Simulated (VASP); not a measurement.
# BN (P6_3mc) in VASP: a series of runs

Runs on BN. Level: r2SCAN. Tasks: single point.

All numbers are computed with VASP 6.6.1; they aren't measurements. Logs are shortened: lines on timing, memory, paths and dates and some standing lists are left out, and cuts for length are marked.

## Step 1: The cell of the first run

The structure is hexagonal, space group P6_3mc (No. 186). The conventional cell has a = 2.554 Å, b = 2.554 Å, c = 4.227 Å, α = 90.00°, β = 90.00°, γ = 120.00°. Within 2.0 Å of B (site symmetry 3m) lie 4 N at 1.51 to 1.59 Å. Within 2.0 Å of N (site symmetry 3m) lie 4 B at 1.51 to 1.59 Å.

## Step 2: Single point, r2SCAN (all N atoms moved +0.075 Å, as atom 3 along Cartesian [0 0 1])

POSCAR reads:

```
BN
1.0
    2.5539396017      0.0000000000      0.0000000000
   -1.2769698009      2.2117765748      0.0000000000
    0.0000000000      0.0000000000      4.2268550000
B N
2 2
Direct
    0.6666666667      0.3333333333      0.9997240000
    0.3333333333      0.6666666667      0.4997240000
    0.6666666667      0.3333333333      0.6430196889
    0.3333333333      0.6666666667      0.1430196889
```

INCAR.step1 reads:

```
PREC = Accurate
ENCUT = 520
ISMEAR = 0
SIGMA = 0.05
LREAL = False
LASPH = True
NELM = 100
NBANDS = 16
GGA = PE
ALGO = Normal
EDIFF = 1E-4
LWAVE = True
LCHARG = False
```

INCAR.step2 reads:

```
PREC = Accurate
ENCUT = 520
EDIFF = 1E-6
ISMEAR = 0
SIGMA = 0.05
LREAL = False
LASPH = True
NELM = 100
ALGO = Normal
ISIF = 2
LWAVE = False
LCHARG = False
METAGGA = R2SCAN
LMIXTAU = True
NBANDS = 16
ISTART = 1
```

KPOINTS reads:

```
Automatic mesh
0
Gamma
  12 12 6
```

Potentials or basis: VASP PAW PBE potentials, release 64 (B, N).

The run is started by

```console
$ cat potpaw_PBE.64/B/POTCAR potpaw_PBE.64/N/POTCAR > POTCAR
$ cp INCAR.step1 INCAR
$ mpirun -np 1 vasp_std > vasp.out
$ cp INCAR.step2 INCAR
$ mpirun -np 1 vasp_std > vasp.out
```

OUTCAR:

```text
PREC = Accurate
   ENCUT = 520
   EDIFF = 1E-6
   ISMEAR = 0
   LREAL = False
   LASPH = True
   NELM = 100
   ISIF = 2
   METAGGA = R2SCAN
   ISTART = 1

 ion  position               nearest neighbor table
   1  0.667  0.333  1.000-   3 1.51   4 1.59   4 1.59   4 1.59
   2  0.333  0.667  0.500-   4 1.51   3 1.59   3 1.59   3 1.59
   3  0.667  0.333  0.643-   1 1.51   2 1.59   2 1.59   2 1.59
   4  0.333  0.667  0.143-   2 1.51   1 1.59   1 1.59   1 1.59

  LATTYP: Found a hexagonal cell.
 ALAT       =     2.5539396017
 C/A-ratio  =     1.6550332659

  Lattice vectors:

 A1 = (   2.5539396017,   0.0000000000,   0.0000000000)
 A2 = (  -1.2769698009,   2.2117765748,   0.0000000000)
 A3 = (   0.0000000000,   0.0000000000,   4.2268550000)

Analysis of symmetry for initial positions (statically):
=====================================================================
 Subroutine PRICEL returns:
 Original cell was already a primitive cell.

 Routine SETGRP: Setting up the symmetry group for a
 hexagonal supercell.

 Subroutine GETGRP returns: Found 12 space group operations
 (whereof  6 operations were pure point group operations)
 out of a pool of 24 trial point group operations.

The static configuration has the point symmetry C_3v.
 The point group associated with its full space group is C_6v.

Analysis of symmetry for dynamics (positions and initial velocities):
=====================================================================
 Subroutine PRICEL returns:
 Original cell was already a primitive cell.

 Routine SETGRP: Setting up the symmetry group for a
 hexagonal supercell.

 Subroutine GETGRP returns: Found 12 space group operations
 (whereof  6 operations were pure point group operations)
 out of a pool of 24 trial point group operations.

The dynamic configuration has the point symmetry C_3v.
 The point group associated with its full space group is C_6v.

 Subroutine INISYM returns: Found 12 space group operations
 (whereof  6 operations are pure point group operations),
 and found     1 'primitive' translations

----------------------------------------------------------------------------------------

                                     Primitive cell

  volume of cell :      23.8764

  direct lattice vectors                    reciprocal lattice vectors
     2.553939602  0.000000000  0.000000000     0.391551938  0.226062617  0.000000000
    -1.276969801  2.211776575  0.000000000     0.000000000  0.452125233  0.000000000
     0.000000000  0.000000000  4.226855000     0.000000000  0.000000000  0.236582518

  length of vectors
     2.553939602  2.553939602  4.226855000     0.452125233  0.452125233  0.236582518

  position of ions in fractional coordinates (direct lattice)
     0.666666667  0.333333333  0.999724000
     0.333333333  0.666666667  0.499724000
     0.666666667  0.333333333  0.643019689
     0.333333333  0.666666667  0.143019689

  ion indices of the primitive-cell ions
   primitive index   ion index
                 1           1
                 2           2
                 3           3
                 4           4

----------------------------------------------------------------------------------------

 KPOINTS: Automatic mesh

Automatic generation of k-mesh.
 Grid dimensions read from file:
 generate k-points for:   12   12    6

 Generating k-lattice:

  Cartesian coordinates                     Fractional coordinates (reciprocal lattice)
     0.032629328  0.018838551  0.000000000     0.083333333  0.000000000  0.000000000
     0.000000000  0.037677103  0.000000000     0.000000000  0.083333333  0.000000000
     0.000000000  0.000000000  0.039430420     0.000000000  0.000000000  0.166666667

  Length of vectors
     0.037677103  0.037677103  0.039430420

  Shift w.r.t. Gamma in fractional coordinates (k-lattice)
     0.000000000  0.000000000  0.000000000

 Subroutine IBZKPT returns following result:
 ===========================================

 Found     76 irreducible k-points:

 Following reciprocal coordinates:
            Coordinates               Weight
  0.000000  0.000000  0.000000      1.000000
  0.083333  0.000000  0.000000      6.000000
  0.166667  0.000000  0.000000      6.000000
  0.250000  0.000000  0.000000      6.000000
  0.333333  0.000000  0.000000      6.000000
  0.416667  0.000000  0.000000      6.000000
[... 16 lines left out ...]
  0.250000  0.000000  0.166667     12.000000
  0.333333  0.000000  0.166667     12.000000
 [... further k-points ...]
   k-points           NKPTS =     76   k-points in BZ     NKDIM =     76   number of bands    NBANDS=     16
   number of dos      NEDOS =    301   number of ions     NIONS =      4
   total plane-waves  NPLWV =  12800
   dimension x,y,z NGX =    20 NGY =   20 NGZ =   32
   dimension x,y,z NGXF=    40 NGYF=   40 NGZF=   64
   ions per type =               2   2
   NGX,Y,Z   is equivalent  to a cutoff of  13.02, 13.02, 12.59 a.u.
   NGXF,Y,Z  is equivalent  to a cutoff of  26.04, 26.04, 25.17 a.u.
 SYSTEM =  unknown system
   PREC   = accura    normal or accurate (medium, high low for compatibility)
   ISTART =      1    job   : 0-new  1-cont  2-samecut
   ICHARG =      0    charge: 1-file 2-atom 10-const
   ISPIN  =      1    spin polarized calculation?
   LNONCOLLINEAR =      F non collinear calculations
   LSORBIT =      F    spin-orbit coupling
   LASPH  =      T    aspherical Exc in radial PAW
   ENCUT  =  520.0 eV  38.22 Ry    6.18 a.u.   4.75  4.75  7.86*2*pi/ulx,y,z
   NELM   =    100;   NELMIN=  2; NELMDL=  0     # of ELM steps
   EDIFF  = 0.1E-05   stopping-criterion for ELM
   LREAL  =      F    real-space projection
   EDIFFG = 0.1E-04   stopping-criterion for IOM
   NSW    =      0    number of steps for IOM
   IBRION =     -1    ionic relax: 0-MD 1-quasi-New 2-CG
   NFREE  =      0    steps in history (QN), initial steepest desc. (CG)
   ISIF   =      2    stress and relaxation
   ISYM   =      2    0-nonsym 1-usesym 2-fastsym
   POTIM  = 0.5000    time-step for ionic-motion
   TEBEG  =    0.0;   TEEND  =   0.0 temperature during run
   PSTRESS=    0.0 pullay stress
   NELECT =      16.0000    total number of electrons
   NUPDOWN=      -1.0000    fix difference up-down
   EMIN   =  10.00;   EMAX   =-10.00  energy-range for DOS
   EFERMI =   0.00;   METHOD = LEGACY
   ISMEAR =     0;   SIGMA  =   0.05  broadening in eV -4-tet -1-fermi 0-gaus
   EFERMI_NEDOS =   21; number of points for ismear=-14 and -15
   IALGO  =     38    algorithm
   IMIX   =      4    mixing-type and parameters
     AMIX     =   0.40;   BMIX     =  1.00
     AMIX_MAG =   1.60;   BMIX_MAG =  1.00
  volume/ion in A,a.u.               =       5.97        40.28
  Fermi-wavevector in a.u.,A,eV,Ry     =   1.432600  2.707222 27.923836  2.052344
  Thomas-Fermi vector in A             =   2.552210
   LORBIT       =      0    0 simple, 1 ext, 2 COOP (PROOUT), +10 PAW based schemes
   METAGGA = R2SCAN    functional components
   LHFCALC =     F    Hartree Fock is set to
   AEXX    =    0.0000 exact exchange contribution
   IVDW    =     0    specifies the selected vdW correction
   LEPSILON=     F    determine dielectric tensor
   LRPA    =     F    only Hartree local field effects (RPA)
 non-spin polarized calculation
 Gauss-broadening in eV      SIGMA  =   0.05
  energy-cutoff  :      520.00
  volume of cell :       23.88
 maximum number of plane-waves:       660
 NGX is ok and might be reduce to    20
   NGX =  9   NGY =  9   NGZ = 15

 number of electron      16.0000001 magnetization

 Free energy of the ion-electron system (eV)
  ---------------------------------------------------
  ext. energy  EPLUGINS =         0.00000000
  ---------------------------------------------------
  free energy    TOTEN  =       -38.11839987 eV

  energy without entropy =      -38.11839987  energy(sigma->0) =      -38.11839987

 E-fermi :   7.9688     XC(G=0): -13.5832

 val. band max:        7.6525086343   @ k =   0.0000   0.0000   0.0000
 cond. band min:      12.1611594737   @ k =   0.3333   0.3333   0.0000
 fundamental gap:      4.5086508394
 Fermi energy:         7.9688275334

 k-point     1 :       0.0000    0.0000    0.0000
  band No.  band energies     occupation
      1     -14.0675      2.00000
      2      -9.9223      2.00000
      3      -4.1626      2.00000
      4       5.2718      2.00000
      5       5.2718      2.00000
      6       6.1468      2.00000
[... 8 lines left out ...]
     15      20.1772      0.00000
     16      24.6806      0.00000

 k-point     2 :       0.0833    0.0000    0.0000
  band No.  band energies     occupation
      1     -13.9116      2.00000
      2      -9.8021      2.00000
      3      -4.0129      2.00000
      4       4.5415      2.00000
      5       4.9835      2.00000
      6       5.9858      2.00000
[... 8 lines left out ...]
     15      20.6188      0.00000
     16      24.3949      0.00000

 k-point     3 :       0.1667    0.0000    0.0000
  band No.  band energies     occupation
      1     -13.4495      2.00000
      2      -9.4593      2.00000
      3      -3.5698      2.00000
      4       2.7945      2.00000
      5       4.3074      2.00000
      6       5.3121      2.00000
[... 8 lines left out ...]
     15      21.7584      0.00000
     16      23.6874      0.00000

 k-point     4 :       0.2500    0.0000    0.0000
  band No.  band energies     occupation
      1     -12.7011      2.00000
      2      -8.9613      2.00000
      3      -2.8545      2.00000
      4       0.7401      2.00000
      5       3.5500      2.00000
      6       3.6036      2.00000
[... 8 lines left out ...]
     15      23.2105      0.00000
     16      24.0176      0.00000
[... 324 lines left out ...]
 k-point    22 :       0.1667    0.0000    0.1667
  band No.  band energies     occupation
      1     -13.2839      2.00000
      2      -9.9698      2.00000
      3      -2.8007      2.00000
      4       2.9465      2.00000
      5       4.4518      2.00000
      6       4.5984      2.00000
[... 8 lines left out ...]
     15      21.3858      0.00000
     16      23.7369      0.00000

 k-point    23 :       0.2500    0.0000    0.1667
  band No.  band energies     occupation
      1     -12.5409      2.00000
      2      -9.4144      2.00000
      3      -2.2274      2.00000
      4       0.9607      2.00000
      5       3.0340      2.00000
      6       3.7027      2.00000
[... 8 lines left out ...]
     15      22.8039      0.00000
     16      24.0193      0.00000

 k-point    24 :       0.3333    0.0000    0.1667
  band No.  band energies     occupation
      1     -11.5650      2.00000
      2      -8.8243      2.00000
      3      -1.9269      2.00000
      4      -0.3971      2.00000
      5       1.2325      2.00000
      6       3.0696      2.00000
[... 8 lines left out ...]
     15      24.1107      0.00000
     16      24.8058      0.00000

 [... further k-points ...]

------------------------ aborting loop because EDIFF is reached ----------------------------------------

  FORCE on cell =-STRESS in cart. coord.  units (eV):
  Direction    XX          YY          ZZ          XY          YZ          ZX
  --------------------------------------------------------------------------------------
  -------------------------------------------------------------------------------------
  Total       -0.4814363     -0.4814363     -0.2444653      0.0000000      0.0000000      0.0000000
  in kB      -32.3057741    -32.3057741    -16.4043343      0.0000000      0.0000000      0.0000000
  external PRESSURE =     -27.0052942 kB  Pullay stress =       0.0000000 kB

 VOLUME and BASIS-vectors are now :
 -----------------------------------------------------------------------------
  energy-cutoff  :      520.00
  volume of cell :       23.88
      direct lattice vectors                 reciprocal lattice vectors
     2.553939602  0.000000000  0.000000000     0.391551938  0.226062617  0.000000000
    -1.276969801  2.211776575  0.000000000     0.000000000  0.452125233  0.000000000
     0.000000000  0.000000000  4.226855000     0.000000000  0.000000000  0.236582518

 POSITION                                       TOTAL-FORCE (eV/Angst)
 -----------------------------------------------------------------------------------
      1.27697      0.73726      4.22569         0.000000     -0.000000      2.021293
     -0.00000      1.47452      2.11226        -0.000000      0.000000      2.021293
      1.27697      0.73726      2.71795        -0.000000      0.000000     -2.021293
     -0.00000      1.47452      0.60452         0.000000     -0.000000     -2.021293
 -----------------------------------------------------------------------------------
    total drift:                                0.000000      0.000000     -0.000365

  FREE ENERGIE OF THE ION-ELECTRON SYSTEM (eV)
  ---------------------------------------------------
  free  energy   TOTEN  =       -38.1183998743 eV

  energy  without entropy=      -38.1183998743  energy(sigma->0) =      -38.11839987
```

Run time: 98 s. Hardware: 1 thread of AMD EPYC 7R43 (Zen 3), shared host; peak memory 0.11 GiB.

What came out:

```
Free energy            : -38.1184 eV
Pressure               : -2.7 GPa
Largest force          : 2.021 eV/Å
Band gap on the k mesh : 4.51 eV, indirect (least direct gap 8.27 eV)
```

Forces in eV/Å, atoms in the order of the input:
```
B    0.000  0.000  2.021
B    0.000  0.000  2.021
N    0.000  0.000 -2.021
N    0.000  0.000 -2.021
```

Stress tensor (GPa, compression positive):
```
-3.23  0.00  0.00
 0.00 -3.23  0.00
 0.00  0.00 -1.64
```

Caveat: the cell differs from its parent crystal (all N atoms moved +0.075 Å, as atom 3 along Cartesian [0 0 1]); the PAW data sets were made with another functional, which shifts forces and pressure a little. A k mesh can miss the band edges.

## Step 3: Single point, r2SCAN (all N atoms moved +0.300 Å, as atom 3 along Cartesian [0 0 1])

Changes to POSCAR since step 2:

```diff
@@ -10,3 +10,3 @@
     0.3333333333      0.6666666667      0.4997240000
-    0.6666666667      0.3333333333      0.6430196889
-    0.3333333333      0.6666666667      0.1430196889
+    0.6666666667      0.3333333333      0.6962507555
+    0.3333333333      0.6666666667      0.1962507555
```

INCAR.step1 reads:

```
SYSTEM = BN
PREC     = Accurate       ! precision mode
ENCUT    = 520            ! plane-wave cutoff, eV
ISMEAR   = 0              ! smearing method
SIGMA    = 0.05           ! smearing width, eV
LREAL    = .False.        ! projectors in reciprocal space
LASPH    = .True.         ! aspherical terms in the spheres
NELM     = 60             ! most SCF steps
NBANDS   = 16             ! bands
GGA      = PE             ! functional
ALGO     = Normal         ! electronic algorithm
EDIFF    = 1E-4           ! SCF threshold, eV
LWAVE    = .True.         ! write WAVECAR
LCHARG   = .False.        ! write CHGCAR
```

INCAR.step2 reads:

```
SYSTEM = BN
PREC     = Accurate       ! precision mode
ENCUT    = 520            ! plane-wave cutoff, eV
EDIFF    = 1E-6           ! SCF threshold, eV
ISMEAR   = 0              ! smearing method
SIGMA    = 0.05           ! smearing width, eV
LREAL    = .False.        ! projectors in reciprocal space
LASPH    = .True.         ! aspherical terms in the spheres
NELM     = 60             ! most SCF steps
ALGO     = Normal         ! electronic algorithm
ISIF     = 2              ! what is computed and relaxed
LWAVE    = .False.        ! write WAVECAR
LCHARG   = .False.        ! write CHGCAR
METAGGA  = R2SCAN         ! meta-GGA
LMIXTAU  = .True.       
NBANDS   = 16             ! bands
ISTART   = 1
```

KPOINTS reads:

```
regular mesh
0
Gamma
  12 12 6
  0 0 0
```

Potentials or basis: VASP PAW PBE potentials, release 64 (B, N).

The run is started by

```console
$ cat potpaw_PBE.64/B/POTCAR potpaw_PBE.64/N/POTCAR > POTCAR
$ cp INCAR.step1 INCAR
$ mpirun -np 1 vasp_std > vasp.out
$ cp INCAR.step2 INCAR
$ mpirun -np 1 vasp_std > vasp.out
```

Run time: 84 s. Hardware: 1 thread of AMD EPYC 7R43 (Zen 3), shared host; peak memory 0.12 GiB.

Results (log left out):

```
Free energy            : -35.2444 eV
Pressure               : 32.3 GPa
Largest force          : 11.858 eV/Å
Band gap on the k mesh : 1.42 eV, indirect (least direct gap 5.46 eV)
```

Forces in eV/Å, atoms in the order of the input:
```
B     0.000   0.000  11.858
B     0.000   0.000  11.858
N     0.000   0.000 -11.858
N     0.000   0.000 -11.858
```

Stress tensor (GPa, compression positive):
```
 8.91  0.00  0.00
 0.00  8.91  0.00
 0.00  0.00 78.96
```

Levels at points of the mesh, in eV from the valence-band top:
| k point | band 6 | band 7 | band 8 | band 9 | band 10 | band 11 |
| --- | --- | --- | --- | --- | --- | --- |
| (0.00, 0.00, 0.00) | -2.85 | 0.00 | 0.00 | 7.61 | 7.61 | 9.14 |
| (0.50, 0.00, 0.00) | -7.06 | -5.62 | -1.23 | 4.51 | 6.45 | 6.48 |
| (0.00, 0.00, 0.50) | -1.65 | -1.65 | -1.65 | 9.40 | 9.40 | 9.95 |
| (0.50, 0.00, 0.50) | -6.03 | -3.99 | -3.99 | 5.24 | 5.24 | 10.50 |

Caveat: the cell differs from its parent crystal (all N atoms moved +0.300 Å, as atom 3 along Cartesian [0 0 1]); the PAW data sets were made with another functional, which shifts forces and pressure a little.

(Continued in part 2 of 2.)
